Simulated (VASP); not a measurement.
# LiReH6 (Pm-3) in VASP: notebook, part 2 of 2

VASP 6.6.1.

### Step 4. Relaxation of cell and atoms, PBE

This run uses another cell than the first one, of 5.51 Å³/atom, 1.013 times its volume.

Input file INCAR:

```
SYSTEM = LiReH6
PREC     = Accurate       ! precision mode
ENCUT    = 600            ! plane-wave cutoff, eV
EDIFF    = 1E-6           ! SCF threshold, eV
ISMEAR   = 0              ! smearing method
SIGMA    = 0.1            ! smearing width, eV
LREAL    = .FALSE.        ! projectors in reciprocal space
LASPH    = .TRUE.         ! aspherical terms in the spheres
NELM     = 100            ! most SCF steps
ALGO     = Normal         ! electronic algorithm
ISIF     = 3              ! what is computed and relaxed
LWAVE    = .FALSE.        ! write WAVECAR
LCHARG   = .FALSE.        ! write CHGCAR
GGA      = PE             ! functional
IBRION   = 2              ! ionic algorithm
NSW      = 100            ! ionic steps
EDIFFG   = -0.01          ! ionic threshold
```

Input file KPOINTS:

```
Automatic mesh
0
G
  10 10 10
  0 0 0
```

Input file POSCAR:

```
LiReH6
1.0
    3.5325345463      0.0000000000      0.0000000000
    0.0000000000      3.5325345463      0.0000000000
    0.0000000000      0.0000000000      3.5325345463
Li Re H
1 1 6
Direct
    0.5000000000      0.5000000000      0.5000000000
    0.0000000000      0.0000000000      0.0000000000
    0.0000000000      0.5000000000      0.7829110976
    0.5000000000      0.2170889024      0.0000000000
    0.7829110976      0.0000000000      0.5000000000
    0.0000000000      0.5000000000      0.2170889024
    0.5000000000      0.7829110976      0.0000000000
    0.2170889024      0.0000000000      0.5000000000
```

Potentials or basis: VASP PAW PBE potentials, release 64 (Li_sv, Re, H).

Command:

```sh
$ cat potpaw_PBE.64/Li_sv/POTCAR potpaw_PBE.64/Re/POTCAR potpaw_PBE.64/H/POTCAR > POTCAR
$ mpirun -np 1 vasp_std > vasp.out
```

OUTCAR:

```text
SYSTEM = LiReH6
   PREC = Accurate
   ENCUT = 600
   EDIFF = 1E-6
   ISMEAR = 0
   LREAL = .FALSE.
   LASPH = .TRUE.
   NELM = 100
   ISIF = 3
   GGA = PE
   IBRION = 2
   NSW = 100
   EDIFFG = -0.01

 ion  position               nearest neighbor table
   1  0.500  0.500  0.500-
   2  0.000  0.000  0.000-   3 1.93   4 1.93   5 1.93   6 1.93   7 1.93   8 1.93   5 1.93   8 1.93
                             3 1.93   6 1.93   4 1.93   7 1.93
   3  0.000  0.500  0.783-   2 1.93   2 1.93
   4  0.500  0.217  0.000-   2 1.93   2 1.93
   5  0.783  0.000  0.500-   2 1.93   2 1.93
   6  0.000  0.500  0.217-   2 1.93   2 1.93
   7  0.500  0.783  0.000-   2 1.93   2 1.93
   8  0.217  0.000  0.500-   2 1.93   2 1.93

  LATTYP: Found a simple cubic cell.
 ALAT       =     3.5325345463

  Lattice vectors:

 A1 = (   3.5325345463,   0.0000000000,   0.0000000000)
 A2 = (   0.0000000000,   3.5325345463,   0.0000000000)
 A3 = (   0.0000000000,   0.0000000000,   3.5325345463)

Analysis of symmetry for initial positions (statically):
=====================================================================
 Subroutine PRICEL returns:
 Original cell was already a primitive cell.

 Routine SETGRP: Setting up the symmetry group for a
 simple cubic supercell.

 Subroutine GETGRP returns: Found 24 space group operations
 (whereof 24 operations were pure point group operations)
 out of a pool of 48 trial point group operations.

The static configuration has the point symmetry T_h .

Analysis of symmetry for dynamics (positions and initial velocities):
=====================================================================
 Subroutine PRICEL returns:
 Original cell was already a primitive cell.

 Routine SETGRP: Setting up the symmetry group for a
 simple cubic supercell.

 Subroutine GETGRP returns: Found 24 space group operations
[... 146 lines left out ...]
 conjugate gradient relaxation of ions
 non-spin polarized calculation
 Gauss-broadening in eV      SIGMA  =   0.10
  energy-cutoff  :      600.00
  volume of cell :       44.08
 maximum number of plane-waves:      1492
   NGX = 15   NGY = 15   NGZ = 15

--------------------------------------- Ionic step        1  -------------------------------------------

 number of electron      16.0000014 magnetization

 Free energy of the ion-electron system (eV)
  ---------------------------------------------------
  ext. energy  EPLUGINS =         0.00000000
  ---------------------------------------------------
  free energy    TOTEN  =       -32.03105396 eV

  energy without entropy =      -32.02032215  energy(sigma->0) =      -32.02568806

------------------------ aborting loop because EDIFF is reached ----------------------------------------

  FORCE on cell =-STRESS in cart. coord.  units (eV):
  Direction    XX          YY          ZZ          XY          YZ          ZX
  --------------------------------------------------------------------------------------
  -------------------------------------------------------------------------------------
  Total        0.2589582      0.2589582      0.2589582     -0.0000000      0.0000000      0.0000000
  in kB        9.4119811      9.4119811      9.4119811     -0.0000000      0.0000000      0.0000000
  external PRESSURE =       9.4119811 kB  Pullay stress =       0.0000000 kB
[... 71 lines left out ...]
--------------------------------------- Ionic step        3  -------------------------------------------

 number of electron      16.0000014 magnetization

 Free energy of the ion-electron system (eV)
  ---------------------------------------------------
  ext. energy  EPLUGINS =         0.00000000
  ---------------------------------------------------
  free energy    TOTEN  =       -32.03205556 eV

  energy without entropy =      -32.02121096  energy(sigma->0) =      -32.02663326

 E-fermi :   4.7393     XC(G=0): -11.1354

 val. band max:        4.7383459103   @ k =   0.4000   0.4000   0.0000
 cond. band min:       4.7437460627   @ k =   0.4000   0.3000   0.2000
 fundamental gap:      0.0054001524
 Fermi energy:         4.7393457903

 k-point     1 :       0.0000    0.0000    0.0000
  band No.  band energies     occupation
      1     -41.7196      2.00000
      2      -7.9560      2.00000
      3      -3.0585      2.00000
      4      -3.0585      2.00000
      5       3.7162      2.00000
      6       3.7162      2.00000
      7       3.7162      2.00000
      8       3.8345      2.00000
      9       3.8345      2.00000
     10       3.8345      2.00000
     11       9.9487      0.00000
     12       9.9487      0.00000
     13      12.2778      0.00000
[... 354 lines left out ...]
  band No.  band energies     occupation
      1     -41.7172      2.00000
      2      -5.3650      2.00000
      3      -3.1385      2.00000
      4      -2.5884      2.00000
      5      -0.8838      2.00000
      6       1.2454      2.00000
      7       2.6732      2.00000
      8       3.3907      2.00000
      9       5.3347      0.00000
     10       6.0858      0.00000
     11       9.2325      0.00000
     12       9.3232      0.00000
     13      12.2180      0.00000

 [... further k-points ...]
[... 5 lines left out ...]
  --------------------------------------------------------------------------------------
  -------------------------------------------------------------------------------------
  Total       -0.0221407     -0.0221407     -0.0221407      0.0000000      0.0000000      0.0000000
  in kB       -0.8000455     -0.8000455     -0.8000455      0.0000000      0.0000000      0.0000000
  external PRESSURE =      -0.8000455 kB  Pullay stress =       0.0000000 kB
[... 23 lines left out ...]
  FREE ENERGIE OF THE ION-ELECTRON SYSTEM (eV)
  ---------------------------------------------------
  free  energy   TOTEN  =       -32.0320555609 eV

  energy  without entropy=      -32.0212109610  energy(sigma->0) =      -32.02663326

 reached required accuracy - stopping structural energy minimisation
```

OSZICAR:

```text
N       E                     dE             d eps       ncg     rms          rms(c)
DAV:   1     0.410536798101E+02    0.41054E+02   -0.80678E+03  3164   0.147E+03
DAV:   2    -0.296909050035E+02   -0.70745E+02   -0.64886E+02  3341   0.329E+02
[... 19 lines left out ...]
   2 F= -.32032021E+02 E0= -.32026610E+02  d E =-.967181E-03
       N       E                     dE             d eps       ncg     rms          rms(c)
DAV:   1    -0.320321115514E+02   -0.90364E-04   -0.29142E-03  2769   0.234E+00    0.165E-01
DAV:   2    -0.320320682147E+02    0.43337E-04   -0.20738E-04  3473   0.486E-01    0.246E-02
DAV:   3    -0.320320574835E+02    0.10731E-04   -0.25140E-05  3317   0.145E-01    0.294E-02
DAV:   4    -0.320320553225E+02    0.21610E-05   -0.10217E-06  1653   0.364E-02    0.582E-03
DAV:   5    -0.320320555609E+02   -0.23843E-06   -0.84708E-07  1598   0.110E-02
   3 F= -.32032056E+02 E0= -.32026633E+02  d E =-.100160E-02
```

CONTCAR:

```text
LiReH6
   1.00000000000000
     3.5393958663247975    0.0000000000000000    0.0000000000000000
    -0.0000000000000000    3.5393958663247975    0.0000000000000000
     0.0000000000000000    0.0000000000000000    3.5393958663247975
  Li              Re              H
     1     1     6
Direct
     0.5000000000000000    0.5000000000000000    0.5000000000000000
     0.0000000000000000    0.0000000000000000    0.0000000000000000
     0.0000000000000000    0.5000000000000000    0.7822445249979600
     0.5000000000000000    0.2177554750020399    0.0000000000000000
     0.7822445249979600    0.0000000000000000    0.5000000000000000
     0.0000000000000000    0.5000000000000000    0.2177554750020399
     0.5000000000000000    0.7822445249979600    0.0000000000000000
     0.2177554750020399    0.0000000000000000    0.5000000000000000

  0.00000000E+00  0.00000000E+00  0.00000000E+00
  0.00000000E+00  0.00000000E+00  0.00000000E+00
  0.00000000E+00  0.00000000E+00  0.00000000E+00
  0.00000000E+00  0.00000000E+00  0.00000000E+00
  0.00000000E+00  0.00000000E+00  0.00000000E+00
  0.00000000E+00  0.00000000E+00  0.00000000E+00
  0.00000000E+00  0.00000000E+00  0.00000000E+00
  0.00000000E+00  0.00000000E+00  0.00000000E+00
```

Run time: 87 s. Hardware: 1 thread of Intel Xeon Platinum 8259CL at 2.50GHz (Skylake/Cascade Lake), shared host; peak memory 0.2 GiB.

What came out:

```yaml
Free_energy: -32.0321 eV
Relaxed_volume: 5.54 Å³/atom
Relaxed_cell: a = 3.539 Å, b = 3.539 Å, c = 3.539 Å, α = 90.00°, β = 90.00°, γ = 90.00°
Space_group_after_relaxing_to_0.05_Å: Pm-3 (No. 200)
Energy_gained_by_relaxing: 0.1 meV/atom
Ionic_steps: 3
Pressure_after_relaxing: -0.1 GPa
Largest_force_after_relaxing: 0.009 eV/Å
Band_gap_on_the_k_mesh: zero (band 8 reaches 5.80 eV, above the bottom of band 9 at 3.83 eV)
```

Forces in eV/Å, atoms in the order of the input:
```
Li   0.000  0.000  0.000
Re   0.000  0.000  0.000
H    0.000  0.000 -0.009
H    0.000  0.009  0.000
H   -0.009  0.000  0.000
H    0.000  0.000  0.009
H    0.000 -0.009  0.000
H    0.009  0.000  0.000
```

The path:
```tsv
step	energy change (eV)	largest force (eV/Å)	pressure (GPa)	volume (Å³)
1	0.0000	0.0393	0.94	44.08
2	-0.0010	0.0147	0.11	44.29
3	-0.0010	0.0087	-0.08	44.34
```

Final structure:
```yaml
crystal:
  lattice:
    - [3.53940, 0.00000, 0.00000]
    - [0.00000, 3.53940, 0.00000]
    - [0.00000, 0.00000, 3.53940]
  atoms:
    - { symbol: Li, position: [0.50000, 0.50000, 0.50000] }
    - { symbol: Re, position: [0.00000, 0.00000, 0.00000] }
    - { symbol: H, position: [0.00000, 0.50000, 0.78224] }
    - { symbol: H, position: [0.50000, 0.21776, 0.00000] }
    - { symbol: H, position: [0.78224, 0.00000, 0.50000] }
    - { symbol: H, position: [0.00000, 0.50000, 0.21776] }
    - { symbol: H, position: [0.50000, 0.78224, 0.00000] }
    - { symbol: H, position: [0.21776, 0.00000, 0.50000] }
```

Caveat: the cutoff is under 1.25 times the usual one of these potentials, so pressure, stress and relaxed cells hold a basis-set (Pulay) error; spin-orbit coupling is left out, which moves the levels of the heavy elements.

### Step 5. The runs side by side

```csv
task,cell,k mesh,cutoff (eV),gap on the mesh (eV),pressure (GPa),relaxed volume (Å³/atom),largest force (eV/Å)
relaxation of cell and atoms,"relaxed from a = 3.518 Å, 8 atoms",6 × 6 × 6,600,none,-0.4,5.54,0.02
single point,"a = 3.532 Å, 8 atoms",10 × 10 × 10,520,none,-,-,-
relaxation of cell and atoms,"relaxed from a = 3.533 Å, 8 atoms",10 × 10 × 10,600,none,-0.1,5.54,0.01
```

Alike in all rows: level PBE; potentials or basis VASP PAW PBE potentials, release 64 (Li_sv, Re, H); no spin polarisation; smearing gaussian 0.1 eV.

Caveats: the cutoff is under 1.25 times the usual one of these potentials, so pressure, stress and relaxed cells hold a basis-set (Pulay) error; spin-orbit coupling is left out, which moves the levels of the heavy elements.

Absolute energies hang on the potentials; compare differences alone.
